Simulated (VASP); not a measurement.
# CuI (F-43m) in VASP: a series of runs, part 2 of 2

VASP 6.6.1. Earlier steps stand in the parts before.

## Step 3: Phonons, r2SCAN

This run uses another cell than the first one, of 23.44 Å³/atom.

Contents of INCAR:

```
ALGO = Normal ; EDIFF = 1E-8
ENCUT = 520 ; IBRION = 6
ISIF = 2 ; ISMEAR = 0
LASPH = True ; LCHARG = True
LMIXTAU = True ; LREAL = False
LWAVE = False ; METAGGA = R2SCAN
NBANDS = 16 ; NELM = 80
NFREE = 2 ; NSW = 1
POTIM = 0.015 ; PREC = Accurate
SIGMA = 0.01
```

Contents of KPOINTS:

```
k-points
0
Gamma
  6 6 6
```

Contents of POSCAR:

```
CuI
1.0
    2.8618203352      2.8618203352      0.0000000000
   -2.8618203352      2.8618203352      0.0000000000
    0.0000000000      2.8618203352      2.8618203352
Cu I
1 1
Direct
    0.7500000000      0.2500000000      0.5000000000
    0.0000000000      0.0000000000      0.0000000000
```

Potentials or basis: VASP PAW PBE potentials, release 64 (Cu, I).

On the command line:

```bash
$ cat potpaw_PBE.64/Cu/POTCAR potpaw_PBE.64/I/POTCAR > POTCAR
$ mpirun -np 1 vasp_std > vasp.out
```

OUTCAR:

```text
EDIFF = 1E-8
   ENCUT = 520
   IBRION = 6
   ISIF = 2
   ISMEAR = 0
   LASPH = True
   LREAL = False
   METAGGA = R2SCAN
   NELM = 80
   NFREE = 2
   NSW = 1
   POTIM = 0.015
   PREC = Accurate

 ion  position               nearest neighbor table
   1  0.750  0.250  0.500-   2 2.48   2 2.48   2 2.48   2 2.48
   2  0.000  0.000  0.000-   1 2.48   1 2.48   1 2.48   1 2.48

  LATTYP: Found a face centered cubic cell.
 ALAT       =     5.7236406704

  Lattice vectors:

 A1 = (   0.0000000000,   2.8618203352,   2.8618203352)
 A2 = (   2.8618203352,   0.0000000000,   2.8618203352)
 A3 = (   2.8618203352,   2.8618203352,   0.0000000000)

Analysis of symmetry for initial positions (statically):
=====================================================================
 Subroutine PRICEL returns:
 Original cell was already a primitive cell.

 Routine SETGRP: Setting up the symmetry group for a
 face centered cubic supercell.

 Subroutine GETGRP returns: Found 24 space group operations
 (whereof 24 operations were pure point group operations)
 out of a pool of 48 trial point group operations.

The static configuration has the point symmetry T_d .

Analysis of symmetry for dynamics (positions and initial velocities):
=====================================================================
 Subroutine PRICEL returns:
 Original cell was already a primitive cell.

 Routine SETGRP: Setting up the symmetry group for a
 face centered cubic supercell.

 Subroutine GETGRP returns: Found 24 space group operations
 (whereof 24 operations were pure point group operations)
 out of a pool of 48 trial point group operations.

The dynamic configuration has the point symmetry T_d .

 Subroutine INISYM returns: Found 24 space group operations
 (whereof 24 operations are pure point group operations),
 and found     1 'primitive' translations

----------------------------------------------------------------------------------------

                                     Primitive cell

  volume of cell :      46.8767

  direct lattice vectors                    reciprocal lattice vectors
     2.861820335  2.861820335  0.000000000     0.174713973  0.174713973 -0.174713973
    -2.861820335  2.861820335  0.000000000    -0.174713973  0.174713973 -0.174713973
     0.000000000  2.861820335  2.861820335     0.000000000  0.000000000  0.349427945

  length of vectors
     4.047225131  4.047225131  4.047225131     0.302613478  0.302613478  0.349427945

  position of ions in fractional coordinates (direct lattice)
     0.750000000  0.250000000  0.500000000
     0.000000000  0.000000000  0.000000000

  ion indices of the primitive-cell ions
   primitive index   ion index
[... 90 lines left out ...]
   METAGGA = R2SCAN    functional components
   LHFCALC =     F    Hartree Fock is set to
   AEXX    =    0.0000 exact exchange contribution
   IVDW    =     0    specifies the selected vdW correction
   LEPSILON=     F    determine dielectric tensor
   LRPA    =     F    only Hartree local field effects (RPA)
 finite differences with symmetry
 non-spin polarized calculation
 Gauss-broadening in eV      SIGMA  =   0.01
  energy-cutoff  :      520.00
  volume of cell :       46.88
 maximum number of plane-waves:      1283
   NGX = 15   NGY = 15   NGZ = 15

--------------------------------------- Ionic step        1  -------------------------------------------

 number of electron      18.0000005 magnetization

 Free energy of the ion-electron system (eV)
  ---------------------------------------------------
  ext. energy  EPLUGINS =         0.00000000
  ---------------------------------------------------
  free energy    TOTEN  =       -35.58702613 eV

  energy without entropy =      -35.58702613  energy(sigma->0) =      -35.58702613

------------------------ aborting loop because EDIFF is reached ----------------------------------------

  FORCE on cell =-STRESS in cart. coord.  units (eV):
  Direction    XX          YY          ZZ          XY          YZ          ZX
  --------------------------------------------------------------------------------------
  -------------------------------------------------------------------------------------
  Total        2.8870635      2.8870635      2.8870635     -0.0000000     -0.0000000      0.0000000
  in kB       98.6756125     98.6756125     98.6756125     -0.0000000     -0.0000000      0.0000000
  external PRESSURE =      98.6756125 kB  Pullay stress =       0.0000000 kB
[... 131 lines left out ...]
--------------------------------------- Ionic step        5  -------------------------------------------

 number of electron      18.0000005 magnetization

 Free energy of the ion-electron system (eV)
  ---------------------------------------------------
  ext. energy  EPLUGINS =         0.00000000
  ---------------------------------------------------
  free energy    TOTEN  =       -35.58640520 eV

  energy without entropy =      -35.58640520  energy(sigma->0) =      -35.58640520

 E-fermi :   6.4038     XC(G=0): -10.3286

 val. band max:        6.3386802292   @ k =   0.0000   0.0000   0.0000
 cond. band min:       8.5245237045   @ k =   0.0000   0.0000   0.0000
 fundamental gap:      2.1858434753
 Fermi energy:         6.4037833091

 k-point     1 :       0.0000    0.0000    0.0000
  band No.  band energies     occupation
      1      -9.2748      2.00000
      2       1.5926      2.00000
      3       1.6167      2.00000
      4       1.6413      2.00000
      5       3.6356      2.00000
      6       3.6360      2.00000
[... 433 lines left out ...]
      3       1.2108      2.00000
      4       1.7008      2.00000
      5       3.5999      2.00000
      6       3.6399      2.00000
[... 8 lines left out ...]
     15      17.0538      0.00000
     16      18.5360      0.00000

 [... further k-points ...]

------------------------ aborting loop because EDIFF is reached ----------------------------------------

  FORCE on cell =-STRESS in cart. coord.  units (eV):
  Direction    XX          YY          ZZ          XY          YZ          ZX
  --------------------------------------------------------------------------------------
  -------------------------------------------------------------------------------------
  Total        2.8888065      2.8912820      2.8912820      0.0000000      0.1366512      0.0000000
  in kB       98.7351858     98.8197941     98.8197941      0.0000000      4.6705375      0.0000000
  external PRESSURE =      98.7915913 kB  Pullay stress =       0.0000000 kB
[... 17 lines left out ...]
  FREE ENERGIE OF THE ION-ELECTRON SYSTEM (eV)
  ---------------------------------------------------
  free  energy   TOTEN  =       -35.5864051987 eV

  energy  without entropy=      -35.5864051987  energy(sigma->0) =      -35.58640520

 INTERNAL STRAIN TENSORS FROM DISPLACED ATOMS
 ============================================

 INTERNAL STRAIN TENSOR FOR ION    1 for displacements in x,y,z  (eV/Angst):
          X           Y           Z          XY          YZ          ZX
  --------------------------------------------------------------------------------
  x     0.00000    -0.00000    -0.00000     0.00000     9.00517     0.00000
  y    -0.00000     0.00000    -0.00000     0.00000     0.00000     9.00517
  z    -0.00000    -0.00000     0.00000     9.00517     0.00000     0.00000

 INTERNAL STRAIN TENSOR FOR ION    2 for displacements in x,y,z  (eV/Angst):
          X           Y           Z          XY          YZ          ZX
  --------------------------------------------------------------------------------
  x     0.00000     0.00000     0.00000     0.00000    -9.13318     0.00000
  y     0.00000     0.00000     0.00000     0.00000     0.00000    -9.13318
  z     0.00000     0.00000     0.00000    -9.13318     0.00000     0.00000

 Eigenvectors and eigenvalues of the dynamical matrix
 ----------------------------------------------------

   1 f  =    5.721950 THz    35.952070 2PiTHz  190.863695 cm-1    23.664072 meV
             X         Y         Z           dx          dy          dz
      1.430910  4.292731  1.430910    -0.819303   -0.000000    0.000000
      0.000000  0.000000  0.000000     0.573361    0.000000    0.000000
[... 21 lines left out ...]
   6 f/i=    0.029907 THz     0.187914 2PiTHz    0.997604 cm-1     0.123687 meV
             X         Y         Z           dx          dy          dz
      1.430910  4.292731  1.430910     0.405427    0.405427    0.000000
      0.000000  0.000000  0.000000     0.579335    0.579335    0.000000

 ELASTIC MODULI CONTR FROM IONIC RELAXATION (kBar)
 Direction    XX          YY          ZZ          XY          YZ          ZX
 --------------------------------------------------------------------------------
 XX          -0.0000      0.0000      0.0000      0.0000     -0.0000      0.0000
 YY           0.0000     -0.0000      0.0000      0.0000      0.0000     -0.0000
 ZZ           0.0000      0.0000     -0.0000     -0.0000      0.0000      0.0000
 XY           0.0000      0.0000     -0.0000   -497.3649     -0.0000      0.0000
 YZ          -0.0000      0.0000      0.0000     -0.0000   -497.3649     -0.0000
 ZX           0.0000     -0.0000      0.0000      0.0000     -0.0000   -497.3649
 --------------------------------------------------------------------------------
```

OSZICAR:

```text
N       E                     dE             d eps       ncg     rms          rms(c)
DAV:   1     0.662754576921E+02    0.66275E+02   -0.79446E+03   512   0.129E+03
DAV:   2    -0.328409564595E+02   -0.99116E+02   -0.91802E+02   544   0.250E+02
DAV:   3    -0.387336426375E+02   -0.58927E+01   -0.58196E+01   688   0.632E+01
[... 64 lines left out ...]
DAV:   5    -0.355863622877E+02    0.33439E-04   -0.44711E-05  1568   0.614E-02    0.589E-03
DAV:   6    -0.355864046981E+02   -0.42410E-04   -0.24261E-05  1592   0.452E-02    0.839E-03
DAV:   7    -0.355864051002E+02   -0.40213E-06   -0.10819E-06  2064   0.915E-03    0.478E-03
DAV:   8    -0.355864051883E+02   -0.88139E-07   -0.14140E-07  1624   0.312E-03    0.368E-03
DAV:   9    -0.355864052000E+02   -0.11670E-07   -0.19006E-08  1792   0.112E-03    0.144E-03
DAV:  10    -0.355864051987E+02    0.13354E-08   -0.11054E-08  1288   0.927E-04
   5 F= -.35586405E+02 E0= -.35586405E+02  d E =-.102282E-22
```

Wall time 11 min (1 thread of Intel Xeon Platinum 8375C at 2.90GHz (Ice Lake), shared host); peak memory 0.21 GiB.

Results:

```
Highest phonon frequency at Γ, LO-TO splitting left out : 191 cm⁻¹
```

Phonon frequencies in cm⁻¹ (negative: imaginary):
```csv
q point,frequencies
"(0.000, 0.000, 0.000)",-1 -1 -1 191 191 191
```

Caveat: the cell stands under pressure or tension, which shifts response properties; the PAW data sets were made with another functional, which shifts forces and pressure a little; spin-orbit coupling is left out, which moves the levels of the heavy elements.
